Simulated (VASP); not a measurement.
# Mo (R-3m) in VASP: notebook, part 2 of 2

VASP 6.6.1. Earlier steps stand in the parts before.

## 3. Single point, LDA (13.45 Å³/atom)

INCAR reads:

```
SYSTEM = Mo
  ALGO = Fast
  EDIFF = 1E-6
  ENCUT = 520
  GGA = CA
  ISIF = 2
  ISMEAR = 0
  LASPH = .True.
  LCHARG = .True.
  LELF = .True.
  LREAL = .False.
  LVHAR = .True.
  LWAVE = .False.
  NBANDS = 13
  NELM = 80
  PREC = Accurate
  SIGMA = 0.15
```

KPOINTS reads:

```
k-points
0
Gamma
  22 22 22
  0 0 0
```

POSCAR reads:

```
Mo
1.0
   -0.8956459870      1.5617693789      1.5617693789
    1.5617693789     -0.8956459870      1.5617693789
    1.5617693789      1.5617693789     -0.8956459870
Mo
1
Direct
    0.0000000000      0.0000000000      0.0000000000
```

Potentials or basis: VASP PAW LDA potentials, release 64 (Mo_sv).

Launch:

```
$ cat potpaw_LDA.64/Mo_sv/POTCAR > POTCAR
$ mpirun -np 1 vasp_std > vasp.out
```

It took 48 s on 1 thread of Intel Xeon 6975P-C (Granite Rapids), shared host; peak memory 0.26 GiB.

Results (log left out):

```
Free energy            : -10.4258 eV
Pressure               : 72.6 GPa
Band gap on the k mesh : zero (bands 7 and 8 overlap by 3.17 eV)
```

Stress tensor (GPa, compression positive):
```
 72.65 -11.48 -11.48
-11.48  72.65 -11.48
-11.48 -11.48  72.65
```

Levels at points of the mesh, in eV from the Fermi level:
```
           k point  band 4  band 5  band 6  band 7  band 8  band 9  band 10  band 11
(0.00, 0.00, 0.00)  -33.71   -7.28   -5.78   -5.78    4.99    5.33     5.33    16.81
(0.50, 0.00, 0.00)  -33.41   -4.63   -4.12    0.50    0.69    0.87     5.72    12.74
(0.50, 0.50, 0.00)  -33.20   -7.71   -2.98    1.39    1.93    6.69     8.30     8.65
(0.50, 0.50, 0.50)  -35.64   -5.96   -5.96   -4.65    6.95    8.96     8.96    16.14
```

Caveat: the cell stands under pressure.

## 4. Single point, LDA (13.45 Å³/atom)

INCAR reads:

```
SYSTEM = Mo
PREC = Accurate
ENCUT = 520
EDIFF = 1E-7
ISMEAR = 0
SIGMA = 0.15
LREAL = .FALSE.
LASPH = .TRUE.
NELM = 100
ALGO = Fast
ISIF = 2
LWAVE = .FALSE.
LCHARG = .FALSE.
NBANDS = 13
```

KPOINTS reads:

```
regular mesh
0
G
  22 22 22
  0 0 0
```

POSCAR reads:

```
Mo
1.0
   -2.1001852983      1.5538996053      1.5538996053
    1.5538996053     -2.1001852983      1.5538996053
    1.5538996053      1.5538996053     -2.1001852983
Mo
1
Direct
    0.0000000000      0.0000000000      0.0000000000
```

Potentials or basis: VASP PAW LDA potentials, release 64 (Mo_sv).

Launch:

```
$ cat potpaw_LDA.64/Mo_sv/POTCAR > POTCAR
$ mpirun -np 1 vasp_std > vasp.out
```

OUTCAR:

```text
SYSTEM = Mo
   PREC = Accurate
   ENCUT = 520
   EDIFF = 1E-7
   ISMEAR = 0
   LREAL = .FALSE.
   LASPH = .TRUE.
   NELM = 100
   ISIF = 2

 ion  position               nearest neighbor table
   1  0.000  0.000  0.000-

  LATTYP: Found a trigonal (rhomboedric) cell.
 ALAT       =     3.0397345696
 COS(alpha) =    -0.4450602107

  Lattice vectors:

 A1 = (  -2.1001852983,   1.5538996053,   1.5538996053)
 A2 = (   1.5538996053,  -2.1001852983,   1.5538996053)
 A3 = (   1.5538996053,   1.5538996053,  -2.1001852983)

Analysis of symmetry for initial positions (statically):
=====================================================================
 Subroutine PRICEL returns:
 Original cell was already a primitive cell.

 Routine SETGRP: Setting up the symmetry group for a
 trigonal (rhombohedral) supercell.

 Subroutine GETGRP returns: Found 12 space group operations
 (whereof 12 operations were pure point group operations)
 out of a pool of 12 trial point group operations.

The static configuration has the point symmetry D_3d.

Analysis of symmetry for dynamics (positions and initial velocities):
=====================================================================
 Subroutine PRICEL returns:
 Original cell was already a primitive cell.

 Routine SETGRP: Setting up the symmetry group for a
 trigonal (rhombohedral) supercell.

 Subroutine GETGRP returns: Found 12 space group operations
 (whereof 12 operations were pure point group operations)
 out of a pool of 12 trial point group operations.

The dynamic configuration has the point symmetry D_3d.

 Subroutine INISYM returns: Found 12 space group operations
 (whereof 12 operations are pure point group operations),
 and found     1 'primitive' translations

----------------------------------------------------------------------------------------

                                     Primitive cell

  volume of cell :      13.4540

  direct lattice vectors                    reciprocal lattice vectors
[... 114 lines left out ...]
   LEPSILON=     F    determine dielectric tensor
   LRPA    =     F    only Hartree local field effects (RPA)
 non-spin polarized calculation
 RMM-DIIS sequential band-by-band and
 Gauss-broadening in eV      SIGMA  =   0.15
  energy-cutoff  :      520.00
  volume of cell :       13.45
 maximum number of plane-waves:       378
   NGX = 11   NGY = 11   NGZ = 11

 number of electron      14.0000001 magnetization

 Free energy of the ion-electron system (eV)
  ---------------------------------------------------
  ext. energy  EPLUGINS =         0.00000000
  ---------------------------------------------------
  free energy    TOTEN  =        -4.19139961 eV

  energy without entropy =       -4.18328586  energy(sigma->0) =       -4.18734274

 E-fermi :  14.8554     XC(G=0): -14.0055

 val. band max:       14.8535434813   @ k =  -0.2273   0.4091   0.2273
 cond. band min:      14.8599717684   @ k =  -0.1818  -0.2273   0.1364
 fundamental gap:      0.0064282871
 Fermi energy:        14.8553901434

 k-point     1 :       0.0000    0.0000    0.0000
  band No.  band energies     occupation
      1     -50.0586      2.00000
      2     -22.1095      2.00000
      3     -22.1095      2.00000
      4     -12.0881      2.00000
      5       4.4226      2.00000
      6      10.7686      2.00000
      7      10.7686      2.00000
      8      11.2580      2.00000
      9      23.8166      0.00000
     10      26.1251      0.00000
     11      26.1251      0.00000
     12      35.4410      0.00000
     13      35.4410      0.00000
[... 354 lines left out ...]
  band No.  band energies     occupation
      1     -44.6266      2.00000
      2     -29.6099      2.00000
      3     -19.0927      2.00000
      4     -18.8963      2.00000
      5       6.5490      2.00000
      6       7.5745      2.00000
      7      15.3599      0.00000
      8      15.8944      0.00000
      9      18.3871      0.00000
     10      24.3054      0.00000
     11      28.0747      0.00000
     12      32.5969      0.00000
     13      36.1584      0.00000

 [... further k-points ...]

------------------------ aborting loop because EDIFF is reached ----------------------------------------

  FORCE on cell =-STRESS in cart. coord.  units (eV):
  Direction    XX          YY          ZZ          XY          YZ          ZX
  --------------------------------------------------------------------------------------
  -------------------------------------------------------------------------------------
  Total       20.1097484     20.1097484     20.1097484     19.5377438     19.5377438     19.5377438
  in kB     2394.7809579   2394.7809579   2394.7809579   2326.6634594   2326.6634594   2326.6634594
  external PRESSURE =    2394.7809579 kB  Pullay stress =       0.0000000 kB

 VOLUME and BASIS-vectors are now :
 -----------------------------------------------------------------------------
  energy-cutoff  :      520.00
  volume of cell :       13.45
      direct lattice vectors                 reciprocal lattice vectors
    -2.100185298  1.553899605  1.553899605     0.148370321  0.422036650  0.422036650
     1.553899605 -2.100185298  1.553899605     0.422036650  0.148370321  0.422036650
     1.553899605  1.553899605 -2.100185298     0.422036650  0.422036650  0.148370321

 POSITION                                       TOTAL-FORCE (eV/Angst)
 -----------------------------------------------------------------------------------
      0.00000      0.00000      0.00000         0.000000     -0.000000      0.000000
 -----------------------------------------------------------------------------------
    total drift:                               -0.000000     -0.000000      0.000000

  FREE ENERGIE OF THE ION-ELECTRON SYSTEM (eV)
  ---------------------------------------------------
  free  energy   TOTEN  =        -4.1913996112 eV

  energy  without entropy=       -4.1832858644  energy(sigma->0) =       -4.18734274
```

Wall time 70 s (1 thread of Intel Xeon 6975P-C (Granite Rapids), shared host); peak memory 0.27 GiB.

What came out:

```
Free energy            : -4.1914 eV
Pressure               : 239.5 GPa
Band gap on the k mesh : zero (bands 7 and 8 overlap by 6.56 eV)
```

Stress tensor (GPa, compression positive):
```
239.48 232.67 232.67
232.67 239.48 232.67
232.67 232.67 239.48
```

Caveat: atoms lie so close that the PAW spheres overlap strongly, which falsifies energies and pressures; the cell stands under pressure.

## 5. Single point, LDA (13.45 Å³/atom)

INCAR reads:

```
ALGO = Fast
EDIFF = 1E-6
ENCUT = 520
GGA = CA
ISIF = 2
ISMEAR = 0
LASPH = True
LCHARG = False
LREAL = False
LWAVE = False
NBANDS = 13
NELM = 60
PREC = Accurate
SIGMA = 0.15
```

KPOINTS reads:

```
k-points
0
Gamma
  22 22 22
```

POSCAR reads:

```
Mo
1.0
   -1.6966818525      1.5047053342      1.5047053342
    1.5047053342     -1.6966818525      1.5047053342
    1.5047053342      1.5047053342     -1.6966818525
Mo
1
Direct
    0.0000000000      0.0000000000      0.0000000000
```

Launch:

```
$ cat potpaw_LDA.64/Mo_sv/POTCAR > POTCAR
$ mpirun -np 1 vasp_std > vasp.out
```

Wall time 60 s (1 thread of Intel Xeon 6975P-C (Granite Rapids), shared host); peak memory 0.26 GiB.

Results (log left out):

```
Free energy            : -11.4674 eV
Pressure               : 54.9 GPa
Band gap on the k mesh : zero (bands 7 and 8 overlap by 5.05 eV)
```

Stress tensor (GPa, compression positive):
```
54.87 31.88 31.88
31.88 54.87 31.88
31.88 31.88 54.87
```

Levels at points of the mesh, in eV from the Fermi level:
```
           k point  band 3  band 4  band 5  band 6  band 7  band 8  band 9  band 10  band 11  band 12
(0.00, 0.00, 0.00)  -34.47  -33.20   -7.68   -4.19   -1.56   -1.56    3.22     3.22    12.62    16.49
(0.50, 0.00, 0.00)  -34.83  -34.19   -6.61   -4.10    1.30    1.46    3.54     6.05    11.35    16.74
(0.50, 0.50, 0.00)  -34.86  -33.30   -6.24   -5.07    1.23    3.61    3.73     5.28    11.99    12.70
(0.50, 0.50, 0.50)  -35.11  -35.11   -6.91   -6.91    3.49    3.49    7.28     9.36     9.36    13.20
```

Caveat: the cell stands under pressure.

## 6. The runs side by side

```csv
cell,further INCAR settings,gap on the mesh (eV),pressure (GPa)
"a = 2.494 Å, angles 105.4°, 1 atom",ALGO = Fast; EDIFF = 1e-06; NBANDS = 13,none,50.1
"a = 2.383 Å, angles 93.6°, 1 atom",ALGO = Fast; EDIFF = 1e-06; NBANDS = 13,none,72.6
"a = 3.040 Å, angles 116.4°, 1 atom",ALGO = Fast; EDIFF = 1e-07; NBANDS = 13,none,239.5
"a = 2.722 Å, angles 112.6°, 1 atom",ALGO = Fast; EDIFF = 1e-06; NBANDS = 13,none,54.9
```

Alike in all rows: task single point; level LDA; potentials or basis VASP PAW LDA potentials, release 64 (Mo_sv); no spin polarisation; k mesh 22 × 22 × 22; cutoff (eV) 520; smearing gaussian 0.15 eV.

Caveats: the cell stands under pressure; atoms lie so close that the PAW spheres overlap strongly, which falsifies energies and pressures (at least some runs).

Absolute energies hang on the potentials; compare differences alone.
